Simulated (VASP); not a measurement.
# Fe (P6_3/mmc) in VASP: further runs

The runs below take Fe through single point, with PBEsol.

Everything below comes from runs of VASP 6.6.1. Logs are shortened: lines on timing, memory, paths and dates and some standing lists are left out, and cuts for length are marked.

### 1 The cell of the first run

It takes space group P6_3/mmc (No. 194, hexagonal). Conventional cell: a = 2.347 Å, b = 2.347 Å, c = 3.797 Å, α = 90.00°, β = 90.00°, γ = 120.00°. Within 3.1 Å of Fe (site symmetry -6m2) lie 12 Fe at 2.33 to 2.35 Å.

This isn't the form of Fe at room conditions, which is bcc.

### 2 Single point, PBEsol

File POSCAR:

```
Fe
1.0
    2.3470000000      0.0000000000      0.0000000000
   -1.1735000000      2.0325616227      0.0000000000
    0.0000000000      0.0000000000      3.7970000000
Fe
2
Direct
    0.3333333333      0.6666666667      0.2500000000
    0.6666666667      0.3333333333      0.7500000000
```

File INCAR.step1:

```
SYSTEM = Fe
PREC = Accurate
ENCUT = 520
EDIFF = 1E-7
ISMEAR = -1
SIGMA = 0.1
LREAL = .FALSE.
LASPH = .TRUE.
NELM = 100
ALGO = Normal
ISIF = 2
LWAVE = .FALSE.
LCHARG = .TRUE.
LMAXMIX = 4
GGA = PS
NBANDS = 15
```

File KPOINTS.step1:

```
Automatic mesh
0
G
  14 14 8
  0 0 0
```

File INCAR.step2:

```
SYSTEM = Fe
PREC = Accurate
ENCUT = 520
EDIFF = 1E-7
ISMEAR = -5
SIGMA = 0.1
LREAL = .FALSE.
LASPH = .TRUE.
NELM = 100
ALGO = Normal
ISIF = 2
LWAVE = .FALSE.
LCHARG = .FALSE.
LMAXMIX = 4
GGA = PS
LORBIT = 11
NBANDS = 15
NEDOS = 1001
ICHARG = 11
```

File KPOINTS.step2:

```
Automatic mesh
0
G
  21 21 12
  0 0 0
```

Potentials or basis: VASP PAW PBE potentials, release 64 (Fe).

Launch:

```bash
$ cat potpaw_PBE.64/Fe/POTCAR > POTCAR
$ cp INCAR.step1 INCAR
$ cp KPOINTS.step1 KPOINTS
$ mpirun -np 1 vasp_std > vasp.out
$ cp INCAR.step2 INCAR
$ cp KPOINTS.step2 KPOINTS
$ mpirun -np 1 vasp_std > vasp.out
```

OUTCAR:

```text
SYSTEM = Fe
   PREC = Accurate
   ENCUT = 520
   EDIFF = 1E-7
   ISMEAR = -5
   LREAL = .FALSE.
   LASPH = .TRUE.
   NELM = 100
   ISIF = 2
   GGA = PS
   LORBIT = 11
   ICHARG = 11

 ion  position               nearest neighbor table
   1  0.333  0.667  0.250-   2 2.33   2 2.33   2 2.33   2 2.33   2 2.33   2 2.33
   2  0.667  0.333  0.750-   1 2.33   1 2.33   1 2.33   1 2.33   1 2.33   1 2.33

  LATTYP: Found a hexagonal cell.
 ALAT       =     2.3470000000
 C/A-ratio  =     1.6178099702

  Lattice vectors:

 A1 = (   2.3470000000,   0.0000000000,   0.0000000000)
 A2 = (  -1.1735000000,   2.0325616227,   0.0000000000)
 A3 = (   0.0000000000,   0.0000000000,   3.7970000000)

Analysis of symmetry for initial positions (statically):
=====================================================================
 Subroutine PRICEL returns:
 Original cell was already a primitive cell.

 Routine SETGRP: Setting up the symmetry group for a
 hexagonal supercell.

 Subroutine GETGRP returns: Found 24 space group operations
 (whereof 12 operations were pure point group operations)
 out of a pool of 24 trial point group operations.

The static configuration has the point symmetry D_3d.
 The point group associated with its full space group is D_6h.

Analysis of symmetry for dynamics (positions and initial velocities):
=====================================================================
 Subroutine PRICEL returns:
 Original cell was already a primitive cell.

 Routine SETGRP: Setting up the symmetry group for a
 hexagonal supercell.

 Subroutine GETGRP returns: Found 24 space group operations
 (whereof 12 operations were pure point group operations)
 out of a pool of 24 trial point group operations.

The dynamic configuration has the point symmetry D_3d.
 The point group associated with its full space group is D_6h.

 Subroutine INISYM returns: Found 24 space group operations
 (whereof 12 operations are pure point group operations),
 and found     1 'primitive' translations

----------------------------------------------------------------------------------------

                                     Primitive cell

  volume of cell :      18.1133

  direct lattice vectors                    reciprocal lattice vectors
     2.347000000  0.000000000  0.000000000     0.426075841  0.245995002  0.000000000
    -1.173500000  2.032561623  0.000000000     0.000000000  0.491990004  0.000000000
     0.000000000  0.000000000  3.797000000     0.000000000  0.000000000  0.263365815

  length of vectors
     2.347000000  2.347000000  3.797000000     0.491990004  0.491990004  0.263365815

  position of ions in fractional coordinates (direct lattice)
     0.333333333  0.666666667  0.250000000
     0.666666667  0.333333333  0.750000000

  ion indices of the primitive-cell ions
   primitive index   ion index
                 1           1
                 2           2

----------------------------------------------------------------------------------------

 KPOINTS: Automatic mesh

Automatic generation of k-mesh.
 Grid dimensions read from file:
 generate k-points for:   21   21   12

 Generating k-lattice:

  Cartesian coordinates                     Fractional coordinates (reciprocal lattice)
     0.020289326  0.011714048  0.000000000     0.047619048  0.000000000  0.000000000
     0.000000000  0.023428095  0.000000000     0.000000000  0.047619048  0.000000000
     0.000000000  0.000000000  0.021947151     0.000000000  0.000000000  0.083333333

  Length of vectors
     0.023428095  0.023428095  0.021947151

  Shift w.r.t. Gamma in fractional coordinates (k-lattice)
     0.000000000  0.000000000  0.000000000

 TETIRR: Found   5376 inequivalent tetrahedra from    31752

 Subroutine IBZKPT returns following result:
 ===========================================

 Found    336 irreducible k-points:

 Following reciprocal coordinates:
            Coordinates               Weight
  0.000000  0.000000  0.000000      1.000000
  0.047619 -0.000000  0.000000      6.000000
  0.095238 -0.000000  0.000000      6.000000
  0.142857  0.000000  0.000000      6.000000
  0.190476 -0.000000  0.000000      6.000000
  0.238095 -0.000000  0.000000      6.000000
[... 16 lines left out ...]
  0.142857  0.095238  0.000000     12.000000
  0.190476  0.095238  0.000000     12.000000
 [... further k-points ...]
   k-points           NKPTS =    336   k-points in BZ     NKDIM =    336   number of bands    NBANDS=     15
   number of dos      NEDOS =   1001   number of ions     NIONS =      2
   total plane-waves  NPLWV =   9072
   dimension x,y,z NGX =    18 NGY =   18 NGZ =   28
   dimension x,y,z NGXF=    36 NGYF=   36 NGZF=   56
   ions per type =               2
   NGX,Y,Z   is equivalent  to a cutoff of  12.75, 12.75, 12.26 a.u.
   NGXF,Y,Z  is equivalent  to a cutoff of  25.50, 25.50, 24.52 a.u.
 SYSTEM =  Fe
   PREC   = accura    normal or accurate (medium, high low for compatibility)
   ISTART =      0    job   : 0-new  1-cont  2-samecut
   ICHARG =     11    charge: 1-file 2-atom 10-const
   ISPIN  =      1    spin polarized calculation?
   LNONCOLLINEAR =      F non collinear calculations
   LSORBIT =      F    spin-orbit coupling
   LASPH  =      T    aspherical Exc in radial PAW
   ENCUT  =  520.0 eV  38.22 Ry    6.18 a.u.   4.36  4.36  7.06*2*pi/ulx,y,z
   NELM   =    100;   NELMIN=  2; NELMDL=  0     # of ELM steps
   EDIFF  = 0.1E-06   stopping-criterion for ELM
   LREAL  =      F    real-space projection
   EDIFFG = 0.1E-05   stopping-criterion for IOM
   NSW    =      0    number of steps for IOM
   IBRION =     -1    ionic relax: 0-MD 1-quasi-New 2-CG
   NFREE  =      0    steps in history (QN), initial steepest desc. (CG)
   ISIF   =      2    stress and relaxation
   ISYM   =      2    0-nonsym 1-usesym 2-fastsym
   POTIM  = 0.5000    time-step for ionic-motion
   TEBEG  =    0.0;   TEEND  =   0.0 temperature during run
   PSTRESS=    0.0 pullay stress
   NELECT =      16.0000    total number of electrons
   NUPDOWN=      -1.0000    fix difference up-down
   EMIN   =  10.00;   EMAX   =-10.00  energy-range for DOS
   EFERMI =   0.00;   METHOD = LEGACY
   ISMEAR =    -5;   SIGMA  =   0.10  broadening in eV -4-tet -1-fermi 0-gaus
   EFERMI_NEDOS =   21; number of points for ismear=-14 and -15
   IALGO  =     38    algorithm
   IMIX   =      4    mixing-type and parameters
     AMIX     =   0.40;   BMIX     =  1.00
     AMIX_MAG =   1.60;   BMIX_MAG =  1.00
  volume/ion in A,a.u.               =       9.06        61.12
  Fermi-wavevector in a.u.,A,eV,Ry     =   1.570781  2.968346 33.570383  2.467354
  Thomas-Fermi vector in A             =   2.672463
   LORBIT       =     11    0 simple, 1 ext, 2 COOP (PROOUT), +10 PAW based schemes
   GGA     = PS    functional components
   LHFCALC =     F    Hartree Fock is set to
   AEXX    =    0.0000 exact exchange contribution
   IVDW    =     0    specifies the selected vdW correction
   LEPSILON=     F    determine dielectric tensor
   LRPA    =     F    only Hartree local field effects (RPA)
 non-spin polarized calculation
 Fermi weights with tetrahedron method with Bloechl corrections
  energy-cutoff  :      520.00
  volume of cell :       18.11
 maximum number of plane-waves:       513
 NGX is ok and might be reduce to    18

 number of electron      15.9999993 magnetization

 Free energy of the ion-electron system (eV)
  ---------------------------------------------------
  ext. energy  EPLUGINS =         0.00000000
  ---------------------------------------------------
  free energy    TOTEN  =       -17.72940648 eV

  energy without entropy =      -17.72940648  energy(sigma->0) =      -17.72940648

 E-fermi :   8.1647     XC(G=0): -14.6571

 val. band max:        8.4134694943   @ k =   0.0000   0.0000   0.0000
 cond. band min:       8.1326194132   @ k =   0.4286   0.0476   0.5000
 fundamental gap:     -0.2808500811
 Fermi energy:         8.1646537170

 k-point     1 :       0.0000    0.0000    0.0000
  band No.  band energies     occupation
      1      -1.4877      2.00000
      2       2.4507      2.00000
      3       6.1720      2.00000
      4       6.2084      2.00000
      5       6.2084      2.00000
      6       6.7283      2.00000
      7       6.7283      2.00000
      8       7.2940      2.00000
      9       7.2940      2.00000
     10       8.4135      1.16214
     11       9.0149      0.00000
     12       9.0149      0.00000
     13      17.8469      0.00000
     14      31.3252      0.00000
     15      35.2246      0.00000

 k-point     2 :       0.0476   -0.0000    0.0000
  band No.  band energies     occupation
      1      -1.3927      2.00000
      2       2.5169      2.00000
      3       5.9930      2.00000
      4       6.2664      2.00000
      5       6.3659      2.00000
      6       6.6957      2.00000
      7       6.7798      2.00000
      8       7.2184      2.00000
      9       7.2537      2.00000
     10       7.7974      2.02075
     11       9.0336      0.00000
     12       9.7489      0.00000
     13      17.8483      0.00000
     14      31.0810      0.00000
     15      34.4514      0.00000
[... 365 lines left out ...]
      3       5.0635      2.00000
      4       5.1866      2.00000
      5       6.2972      2.00000
      6       6.4942      2.00000
      7       7.0224      2.00000
      8       7.1573      2.00000
      9       7.2879      2.00000
     10       7.7630      2.14856
     11       9.1931      0.00000
     12      13.5153      0.00000
     13      17.9389      0.00000
     14      26.3887      0.00000
     15      28.1318      0.00000

 k-point    24 :       0.1905    0.0952    0.0000
  band No.  band energies     occupation
      1       0.8830      2.00000
      2       3.6433      2.00000
      3       4.6645      2.00000
      4       4.8600      2.00000
      5       6.2292      2.00000
      6       6.2962      2.00000
      7       7.0055      2.00000
      8       7.3054      2.00000
      9       7.7312      2.15836
     10       8.2131      0.65231
     11       9.2305      0.00000
     12      14.6705      0.00000
     13      18.0121      0.00000
     14      24.3914      0.00000
     15      27.0326      0.00000

 [... further k-points ...]

------------------------ aborting loop because EDIFF is reached ----------------------------------------

  FORCE on cell =-STRESS in cart. coord.  units (eV):
  Direction    XX          YY          ZZ          XY          YZ          ZX
  --------------------------------------------------------------------------------------
  -------------------------------------------------------------------------------------
  Total        3.6796744      3.6796744      2.1106271      0.0000000      0.0000000      0.0000000
  in kB      325.4786944    325.4786944    186.6915611      0.0000000      0.0000000      0.0000000
  external PRESSURE =     279.2163166 kB  Pullay stress =       0.0000000 kB

 VOLUME and BASIS-vectors are now :
 -----------------------------------------------------------------------------
  energy-cutoff  :      520.00
  volume of cell :       18.11
      direct lattice vectors                 reciprocal lattice vectors
     2.347000000  0.000000000  0.000000000     0.426075841  0.245995002  0.000000000
    -1.173500000  2.032561623  0.000000000     0.000000000  0.491990004  0.000000000
     0.000000000  0.000000000  3.797000000     0.000000000  0.000000000  0.263365815

 POSITION                                       TOTAL-FORCE (eV/Angst)
 -----------------------------------------------------------------------------------
     -0.00000      1.35504      0.94925        -0.000000      0.000000      0.000000
      1.17350      0.67752      2.84775         0.000000     -0.000000      0.000000
 -----------------------------------------------------------------------------------
    total drift:                                0.000000     -0.000000     -0.000000

  FREE ENERGIE OF THE ION-ELECTRON SYSTEM (eV)
  ---------------------------------------------------
  free  energy   TOTEN  =       -17.7294064754 eV

  energy  without entropy=      -17.7294064754  energy(sigma->0) =      -17.72940648

 total charge

# of ion       s       p       d       tot
------------------------------------------
    1        0.603   0.776   6.473   7.852
    2        0.603   0.776   6.473   7.852
--------------------------------------------------
tot          1.206   1.552  12.946  15.704
```

It took 2 min on 1 thread of Intel Xeon 8259CL, shared host; peak memory 0.2 GiB.

Results:

| Quantity | Value |
| --- | --- |
| Valence electrons inside the program's atomic spheres | Fe 7.85 |

Caveat: the PAW data sets were made with another functional, which shifts forces and pressure a little; the run has no spin polarisation, though such a crystal can be magnetic; tetrahedron occupations give inexact forces and stress in metals. Spin polarisation is off, so any magnetic state and its effect on volume and gap are missing.

### 3 Single point, PBEsol

POSCAR is that of step 2.

File INCAR.step1:

```
ALGO = Normal
EDIFF = 1E-7
ENCUT = 520
GGA = PS
ISIF = 2
ISMEAR = -1
LASPH = True
LCHARG = True
LMAXMIX = 4
LREAL = False
LWAVE = False
NBANDS = 15
NELM = 100
PREC = Accurate
SIGMA = 0.1
```

File KPOINTS.step1:

```
k-points
0
Gamma
  14 14 8
```

File INCAR.step2:

```
ALGO = Normal
EDIFF = 1E-7
ENCUT = 520
GGA = PS
ICHARG = 11
ISIF = 2
ISMEAR = -5
LASPH = True
LCHARG = False
LMAXMIX = 4
LORBIT = 11
LREAL = False
LWAVE = False
NEDOS = 2001
NELM = 100
PREC = Accurate
SIGMA = 0.1
```

File KPOINTS.step2:

```
k-points
0
Gamma
  21 21 12
```

Potentials or basis: VASP PAW PBE potentials, release 64 (Fe).

Launch:

```bash
$ cat potpaw_PBE.64/Fe/POTCAR > POTCAR
$ cp INCAR.step1 INCAR
$ cp KPOINTS.step1 KPOINTS
$ mpirun -np 1 vasp_std > vasp.out
$ cp INCAR.step2 INCAR
$ cp KPOINTS.step2 KPOINTS
$ mpirun -np 1 vasp_std > vasp.out
```

Run time: 1.9 min. Hardware: 1 thread of Intel Xeon 8259CL, shared host; peak memory 0.19 GiB.

It converged, with:

| Property | Result |
| --- | --- |
| Valence electrons inside the program's atomic spheres | Fe 7.85 |

Levels at points of the mesh, in eV from the Fermi level:
| k point | band 6 | band 7 | band 8 | band 9 | band 10 | band 11 |
| --- | --- | --- | --- | --- | --- | --- |
| (0.00, 0.00, 0.00) | -1.44 | -1.44 | -0.87 | -0.87 | 0.25 | 0.85 |
| (0.00, 0.00, 0.50) | -2.05 | -2.05 | -2.05 | 0.38 | 0.38 | 0.38 |

Caveat: the PAW data sets were made with another functional, which shifts forces and pressure a little; the run has no spin polarisation, though such a crystal can be magnetic; tetrahedron occupations give inexact forces and stress in metals. Spin polarisation is off, so any magnetic state and its effect on volume and gap are missing.
